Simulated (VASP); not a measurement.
# K2TaO3 (P-4m2) in VASP: a series of runs

Runs on K2TaO3. Level: PBE. Tasks: single point.

Program: VASP 6.6.1. These are calculated values, not measurements. Logs are shortened: lines on timing, memory, paths and dates and some standing lists are left out, and cuts for length are marked.

## Step 1: The cell of the first run

The structure is tetragonal, space group P-4m2 (No. 115). Conventional cell: a = 4.862 Å, b = 4.862 Å, c = 4.854 Å, α = 90.00°, β = 90.00°, γ = 90.00°. Within 3.0 Å of K (site symmetry 2mm) lie 4 O at 2.20 to 2.65 Å and 2 Ta at 2.90 Å. Within 3.5 Å of Ta (site symmetry -4m2) lie 4 O at 2.66 Å and 4 K at 2.90 Å. Within 3.4 Å of O (site symmetry -4m2) lie 4 K at 2.57 Å and 4 O at 2.78 Å. O (site symmetry 2mm) has 2 K at 2.20 to 2.65 Å and 2 Ta at 2.66 Å and 2 O at 2.78 Å within 2.9 Å.

The cell was generated, and may not be a known phase.

## Step 2: Single point, PBE, collinear spin

Input file INCAR:

```
  ALGO = Normal
  EDIFF = 1E-6
  ENCUT = 520
  GGA = PE
  ISIF = 2
  ISMEAR = 0
  ISPIN = 2
  LASPH = True
  LCHARG = False
  LMAXMIX = 4
  LORBIT = 11
  LREAL = False
  LWAVE = False
  MAGMOM = 0 0 1 0 0 0
  NBANDS = 36
  NELM = 150
  PREC = Accurate
  SIGMA = 0.1
```

Input file KPOINTS:

```
k-points
0
Gamma
  4 4 4
```

Input file POSCAR:

```
K2TaO3
1.0
    4.8622394100      0.0000000000      0.0000000000
    0.0000000000      4.8622394100      0.0000000000
    0.0000000000      0.0000000000      4.8537616000
K Ta O
2 1 3
Direct
    0.0000000000      0.5000000000      0.3259120300
    0.5000000000      0.0000000000      0.6740879700
    0.0000000000      0.0000000000      0.0000000000
    0.5000000000      0.5000000000      0.5000000000
    0.0000000000      0.5000000000      0.7793948500
    0.5000000000      0.0000000000      0.2206051500
```

Potentials or basis: VASP PAW PBE potentials, release 64 (K_sv, Ta_pv, O).

Run with:

```sh
$ cat potpaw_PBE.64/K_sv/POTCAR potpaw_PBE.64/Ta_pv/POTCAR potpaw_PBE.64/O/POTCAR > POTCAR
$ mpirun -np 1 vasp_std > vasp.out
```

OUTCAR:

```text
EDIFF = 1E-6
   ENCUT = 520
   GGA = PE
   ISIF = 2
   ISMEAR = 0
   ISPIN = 2
   LASPH = True
   LORBIT = 11
   LREAL = False
   NELM = 150
   PREC = Accurate

 ion  position               nearest neighbor table
   1  0.000  0.500  0.326-   5 2.20   4 2.57   4 2.57   5 2.65   3 2.90   3 2.90
   2  0.500  0.000  0.674-   6 2.20   4 2.57   4 2.57   6 2.65   3 2.90   3 2.90
   3  0.000  0.000  0.000-   5 2.66   6 2.66   5 2.66   6 2.66   1 2.90   1 2.90   2 2.90   2 2.90

   4  0.500  0.500  0.500-   1 2.57   2 2.57   2 2.57   1 2.57
   5  0.000  0.500  0.779-   1 2.20   1 2.65   3 2.66   3 2.66
   6  0.500  0.000  0.221-   2 2.20   2 2.65   3 2.66   3 2.66

  LATTYP: Found a simple tetragonal cell.
 ALAT       =     4.8622394100
 C/A-ratio  =     0.9982563981

  Lattice vectors:

 A1 = (   4.8622394100,   0.0000000000,   0.0000000000)
 A2 = (   0.0000000000,   4.8622394100,   0.0000000000)
 A3 = (   0.0000000000,   0.0000000000,   4.8537616000)

Analysis of symmetry for initial positions (statically):
=====================================================================
 Subroutine PRICEL returns:
 Original cell was already a primitive cell.

 Routine SETGRP: Setting up the symmetry group for a
 simple tetragonal supercell.

 Subroutine GETGRP returns: Found  8 space group operations
 (whereof  8 operations were pure point group operations)
 out of a pool of 16 trial point group operations.

The static configuration has the point symmetry D_2d.

Analysis of symmetry for dynamics (positions and initial velocities):
=====================================================================
 Subroutine PRICEL returns:
 Original cell was already a primitive cell.

 Routine SETGRP: Setting up the symmetry group for a
 simple tetragonal supercell.

 Subroutine GETGRP returns: Found  8 space group operations
 (whereof  8 operations were pure point group operations)
 out of a pool of 16 trial point group operations.

The dynamic configuration has the point symmetry D_2d.

Analysis of structural, dynamic, and magnetic symmetry:
=====================================================================
 Subroutine PRICEL returns:
 Original cell was already a primitive cell.

 Routine SETGRP: Setting up the symmetry group for a
 simple tetragonal supercell.

 Subroutine GETGRP returns: Found  8 space group operations
 (whereof  8 operations were pure point group operations)
 out of a pool of 16 trial point group operations.

The overall configuration has the point symmetry D_2d.

 Subroutine INISYM returns: Found  8 space group operations
 (whereof  8 operations are pure point group operations),
 and found     1 'primitive' translations

----------------------------------------------------------------------------------------

                                     Primitive cell

  volume of cell :     114.7496

  direct lattice vectors                    reciprocal lattice vectors
     4.862239410  0.000000000  0.000000000     0.205666549  0.000000000  0.000000000
     0.000000000  4.862239410  0.000000000     0.000000000  0.205666549  0.000000000
     0.000000000  0.000000000  4.853761600     0.000000000  0.000000000  0.206025776

  length of vectors
     4.862239410  4.862239410  4.853761600     0.205666549  0.205666549  0.206025776

  position of ions in fractional coordinates (direct lattice)
     0.000000000  0.500000000  0.325912030
     0.500000000  0.000000000  0.674087970
     0.000000000  0.000000000  0.000000000
     0.500000000  0.500000000  0.500000000
     0.000000000  0.500000000  0.779394850
     0.500000000  0.000000000  0.220605150

  ion indices of the primitive-cell ions
   primitive index   ion index
                 1           1
                 2           2
                 3           3
                 4           4
                 5           5
                 6           6

----------------------------------------------------------------------------------------

 KPOINTS: k-points

Automatic generation of k-mesh.
 Grid dimensions read from file:
 generate k-points for:    4    4    4

 Generating k-lattice:

  Cartesian coordinates                     Fractional coordinates (reciprocal lattice)
     0.051416637  0.000000000  0.000000000     0.250000000  0.000000000  0.000000000
     0.000000000  0.051416637  0.000000000     0.000000000  0.250000000  0.000000000
     0.000000000  0.000000000  0.051506444     0.000000000  0.000000000  0.250000000

  Length of vectors
     0.051416637  0.051416637  0.051506444

  Shift w.r.t. Gamma in fractional coordinates (k-lattice)
     0.000000000  0.000000000  0.000000000

 Subroutine IBZKPT returns following result:
 ===========================================

 Found     18 irreducible k-points:

 Following reciprocal coordinates:
            Coordinates               Weight
  0.000000  0.000000  0.000000      1.000000
  0.250000  0.000000  0.000000      4.000000
  0.500000  0.000000  0.000000      2.000000
[... 75 lines left out ...]

 val. band max:        0.6280890716   @ k =   0.0000   0.0000   0.5000
 cond. band min:       0.6568695511   @ k =   0.5000   0.5000   0.5000
 fundamental gap:      0.0287804795
 Fermi energy:         0.6391267051

 spin component 1

 k-point     1 :       0.0000    0.0000    0.0000
  band No.  band energies     occupation
      1     -35.6891      1.00000
      2     -35.6891      1.00000
      3     -35.5289      1.00000
      4     -28.1226      1.00000
      5     -28.0641      1.00000
      6     -16.1370      1.00000
[... 27 lines left out ...]
     34       8.4297      0.00000
     35       9.4928      0.00000

 k-point     2 :       0.2500    0.0000    0.0000
  band No.  band energies     occupation
      1     -35.6914      1.00000
      2     -35.6890      1.00000
      3     -35.5284      1.00000
      4     -28.1116      1.00000
      5     -28.0702      1.00000
      6     -16.1209      1.00000
[... 27 lines left out ...]
     34       8.2812      0.00000
     35       9.4202      0.00000
[... 568 lines left out ...]
     34       9.2168      0.00000
     35       9.3177      0.00000

 k-point    18 :       0.5000    0.5000    0.5000
  band No.  band energies     occupation
      1     -35.6933      1.00000
      2     -35.6933      1.00000
      3     -35.5281      1.00000
      4     -28.0777      1.00000
      5     -28.0777      1.00000
      6     -16.3171      1.00000
[... 27 lines left out ...]
     34       9.1168      0.00000
     35       9.1168      0.00000
 Fermi energy:         0.6391267051

 spin component 2

 k-point     1 :       0.0000    0.0000    0.0000
  band No.  band energies     occupation
      1     -35.6878      1.00000
      2     -35.6878      1.00000
      3     -35.5265      1.00000
      4     -28.1226      1.00000
      5     -28.0640      1.00000
      6     -16.1379      1.00000
[... 27 lines left out ...]
     34       8.4298      0.00000
     35       9.4939      0.00000

 k-point     2 :       0.2500    0.0000    0.0000
  band No.  band energies     occupation
      1     -35.6901      1.00000
      2     -35.6878      1.00000
      3     -35.5260      1.00000
      4     -28.1115      1.00000
      5     -28.0701      1.00000
      6     -16.1218      1.00000
[... 27 lines left out ...]
     34       8.2822      0.00000
     35       9.4208      0.00000
[... 568 lines left out ...]
     34       9.2174      0.00000
     35       9.3181      0.00000

 k-point    18 :       0.5000    0.5000    0.5000
  band No.  band energies     occupation
      1     -35.6921      1.00000
      2     -35.6921      1.00000
      3     -35.5258      1.00000
      4     -28.0776      1.00000
      5     -28.0776      1.00000
      6     -16.3179      1.00000
[... 27 lines left out ...]
     34       9.1174      0.00000
     35       9.1174      0.00000
 [bands above 35 left out]

------------------------ aborting loop because EDIFF is reached ----------------------------------------

  FORCE on cell =-STRESS in cart. coord.  units (eV):
  Direction    XX          YY          ZZ          XY          YZ          ZX
  --------------------------------------------------------------------------------------
  -------------------------------------------------------------------------------------
  Total       -9.7369328     -9.7369328      8.7174708      0.0000000     -0.0000000      0.0000000
  in kB     -135.9507584   -135.9507584    121.7166424      0.0000000     -0.0000000      0.0000000
  external PRESSURE =     -50.0616248 kB  Pullay stress =       0.0000000 kB

 VOLUME and BASIS-vectors are now :
 -----------------------------------------------------------------------------
  energy-cutoff  :      520.00
  volume of cell :      114.75
      direct lattice vectors                 reciprocal lattice vectors
     4.862239410  0.000000000  0.000000000     0.205666549  0.000000000  0.000000000
     0.000000000  4.862239410  0.000000000     0.000000000  0.205666549  0.000000000
     0.000000000  0.000000000  4.853761600     0.000000000  0.000000000  0.206025776

 POSITION                                       TOTAL-FORCE (eV/Angst)
 -----------------------------------------------------------------------------------
      0.00000      2.43112      1.58190        -0.000000      0.000000     -0.487732
      2.43112      0.00000      3.27186         0.000000      0.000000      0.487732
      0.00000      0.00000      0.00000        -0.000000      0.000000      0.000000
      2.43112      2.43112      2.42688        -0.000000      0.000000      0.000000
      0.00000      2.43112      3.78300        -0.000000     -0.000000      3.965763
      2.43112      0.00000      1.07076        -0.000000      0.000000     -3.965763
 -----------------------------------------------------------------------------------
    total drift:                                0.000000     -0.000000      0.000000

  FREE ENERGIE OF THE ION-ELECTRON SYSTEM (eV)
  ---------------------------------------------------
  free  energy   TOTEN  =       -25.0337493192 eV

  energy  without entropy=      -24.9991968786  energy(sigma->0) =      -25.01647310

 total charge

# of ion       s       p       d       tot
------------------------------------------
    1        1.981   5.577   0.100   7.658
    2        1.981   5.577   0.100   7.658
    3        0.281   5.981   2.109   8.371
    4        1.594   3.190   0.000   4.784
    5        1.594   3.194   0.000   4.788
    6        1.594   3.194   0.000   4.788
--------------------------------------------------
tot          9.025  26.713   2.310  38.047

 magnetization (x)

# of ion       s       p       d       tot
------------------------------------------
    1        0.000   0.000   0.000   0.000
    2        0.000   0.000   0.000   0.000
    3        0.000   0.000   0.002   0.003
    4        0.000   0.001   0.000   0.001
    5        0.000  -0.000   0.000  -0.000
    6        0.000  -0.000   0.000  -0.000
--------------------------------------------------
tot          0.000  -0.000   0.003   0.003
```

Run time: 17 min. Hardware: 1 thread of Intel Xeon 8259CL, shared host; peak memory 0.32 GiB.

What came out:

| Item | Value |
| --- | --- |
| Free energy | -25.0337 eV |
| Pressure | -5.0 GPa |
| Largest force | 3.966 eV/Å |
| Net moment | 0.00 μB per cell |
| Valence electrons inside the program's atomic spheres | K 7.66; Ta 8.37; O 4.78, 4.79 (each value once) |

Forces on the atoms (eV/Å):
```
K    0.000  0.000 -0.488
K    0.000  0.000  0.488
Ta   0.000  0.000  0.000
O    0.000  0.000  0.000
O    0.000  0.000  3.966
O    0.000  0.000 -3.966
```

Levels at points of the mesh, in eV from the Fermi level:
Spin up:
```tsv
k point	band 19	band 20	band 21	band 22	band 23	band 24	band 25	band 26	band 27	band 28
(0.00, 0.00, 0.00)	-1.80	-1.59	-1.46	-0.42	-0.18	0.08	0.08	1.12	1.18	1.24
(0.50, 0.00, 0.00)	-1.69	-1.25	-0.88	-0.51	-0.14	-0.08	0.32	0.51	1.11	1.23
(0.50, 0.50, 0.00)	-1.32	-1.32	-0.62	-0.62	-0.54	0.15	0.15	0.24	0.72	1.17
(0.00, 0.00, 0.50)	-2.14	-2.14	-0.71	-0.12	-0.01	0.11	0.11	1.10	1.10	1.33
(0.50, 0.00, 0.50)	-2.42	-2.11	-0.53	-0.17	-0.08	0.09	0.21	0.60	0.95	1.43
(0.50, 0.50, 0.50)	-2.39	-1.53	-0.65	-0.65	0.02	0.05	0.05	0.22	0.91	1.43
```
Spin down:
```csv
k point,band 19,band 20,band 21,band 22,band 23,band 24,band 25,band 26,band 27,band 28
"(0.00, 0.00, 0.00)",-1.80,-1.59,-1.46,-0.42,-0.18,0.08,0.08,1.12,1.18,1.24
"(0.50, 0.00, 0.00)",-1.69,-1.25,-0.88,-0.50,-0.14,-0.08,0.32,0.51,1.12,1.23
"(0.50, 0.50, 0.00)",-1.32,-1.32,-0.62,-0.62,-0.53,0.15,0.15,0.24,0.72,1.17
"(0.00, 0.00, 0.50)",-2.14,-2.14,-0.71,-0.12,-0.01,0.11,0.11,1.10,1.10,1.33
"(0.50, 0.00, 0.50)",-2.42,-2.11,-0.53,-0.16,-0.08,0.10,0.21,0.60,0.95,1.43
"(0.50, 0.50, 0.50)",-2.39,-1.53,-0.65,-0.65,0.02,0.05,0.05,0.22,0.91,1.43
```

Caveat: the stress differs along the axes, from -14 to 12 GPa; spin-orbit coupling is left out, which moves the levels of the heavy elements; forces of over 1 eV/Å act on the atoms, so gaps and moduli don't describe the material at rest.

## Step 3: Single point, PBE, collinear spin

This run uses another cell than the first one, of 24.16 Å³/atom.

Input file INCAR:

```
SYSTEM = K2TaO3
PREC     = Accurate       ! precision mode
ENCUT    = 520            ! plane-wave cutoff, eV
EDIFF    = 1E-6           ! SCF threshold, eV
ISMEAR   = 0              ! smearing method
SIGMA    = 0.1            ! smearing width, eV
LREAL    = .False.        ! projectors in reciprocal space
LASPH    = .True.         ! aspherical terms in the spheres
NELM     = 150            ! most SCF steps
ALGO     = Normal         ! electronic algorithm
ISIF     = 2              ! what is computed and relaxed
LWAVE    = .False.        ! write WAVECAR
LCHARG   = .False.        ! write CHGCAR
ISPIN    = 2              ! spin polarisation
MAGMOM   = 0 0 1 0 0 0    ! initial moments
LORBIT   = 11             ! projections on sites
LMAXMIX  = 4              ! l up to which the mixer works
GGA      = PE             ! functional
NBANDS   = 36             ! bands
```

Input file KPOINTS:

```
regular mesh
0
Gamma
  4 4 4
  0 0 0
```

Input file POSCAR:

```
K2TaO3
1.0
    3.7871064822      0.0000000000      0.0000000000
    0.0000000000      3.7871064822      0.0000000000
    0.0000000000      0.0000000000     10.1072325299
K Ta O
2 1 3
Direct
    0.0000000000      0.5000000000      0.3440421029
    0.5000000000      0.0000000000      0.6559578971
    0.0000000000      0.0000000000      0.0000000000
    0.5000000000      0.5000000000      0.5000000000
    0.0000000000      0.5000000000      0.9572021900
    0.5000000000      0.0000000000      0.0427978100
```

Potentials or basis: VASP PAW PBE potentials, release 64 (K_sv, Ta_pv, O).

Run with:

```sh
$ cat potpaw_PBE.64/K_sv/POTCAR potpaw_PBE.64/Ta_pv/POTCAR potpaw_PBE.64/O/POTCAR > POTCAR
$ mpirun -np 1 vasp_std > vasp.out
```

It took 8.6 min on 1 thread of Intel Xeon 8259CL, shared host; peak memory 0.37 GiB.

Results (log left out):

```
Free energy                                           : -37.7908 eV
Pressure                                              : 0.4 GPa
Largest force                                         : 0.038 eV/Å
Band gap on the k mesh                                : zero (filled and empty bands overlap)
Net moment                                            : 1.00 μB per cell
Site moments                                          : K +0.01; Ta +0.31; O +0.37, -0.01 (each value once) μB
Valence electrons inside the program's atomic spheres : K 7.60; Ta 8.81; O 4.88, 5.06 (each value once)
```

Forces in eV/Å, atoms in the order of the input:
```
K    0.000  0.000 -0.021
K    0.000  0.000  0.021
Ta   0.000  0.000  0.000
O    0.000  0.000  0.000
O    0.000  0.000 -0.038
O    0.000  0.000  0.038
```

Levels at points of the mesh, in eV from the Fermi level:
Spin up:
| k point | band 22 | band 23 | band 24 | band 25 | band 26 | band 27 |
| --- | --- | --- | --- | --- | --- | --- |
| (0.00, 0.00, 0.00) | -0.87 | -0.72 | -0.72 | 0.65 | 2.29 | 2.44 |
| (0.50, 0.00, 0.00) | -0.74 | -0.72 | -0.69 | 2.07 | 2.13 | 3.17 |
| (0.50, 0.50, 0.00) | -1.10 | -0.68 | -0.40 | 2.01 | 2.01 | 3.51 |
| (0.00, 0.00, 0.50) | -0.72 | -0.72 | -0.66 | 0.65 | 1.59 | 2.44 |
| (0.50, 0.00, 0.50) | -0.72 | -0.72 | -0.69 | 2.08 | 2.13 | 3.17 |
| (0.50, 0.50, 0.50) | -1.10 | -0.68 | -0.40 | 2.00 | 2.00 | 3.47 |
Spin down:
| k point | band 21 | band 22 | band 23 | band 24 | band 25 | band 26 |
| --- | --- | --- | --- | --- | --- | --- |
| (0.00, 0.00, 0.00) | -0.84 | -0.31 | 0.01 | 0.01 | 0.75 | 2.53 |
| (0.50, 0.00, 0.00) | -0.61 | -0.39 | 0.04 | 0.06 | 2.27 | 2.37 |
| (0.50, 0.50, 0.00) | -0.45 | -0.45 | -0.05 | 0.22 | 2.23 | 2.23 |
| (0.00, 0.00, 0.50) | -0.94 | -0.08 | 0.01 | 0.01 | 0.75 | 1.72 |
| (0.50, 0.00, 0.50) | -0.62 | -0.39 | 0.04 | 0.06 | 2.28 | 2.37 |
| (0.50, 0.50, 0.50) | -0.45 | -0.45 | -0.05 | 0.22 | 2.22 | 2.22 |

Caveat: the k points lie up to 0.41 Å⁻¹ apart; spin-orbit coupling is left out, which moves the levels of the heavy elements.

The gap in the log of VASP goes by the Fermi energy; the results here count the filled bands.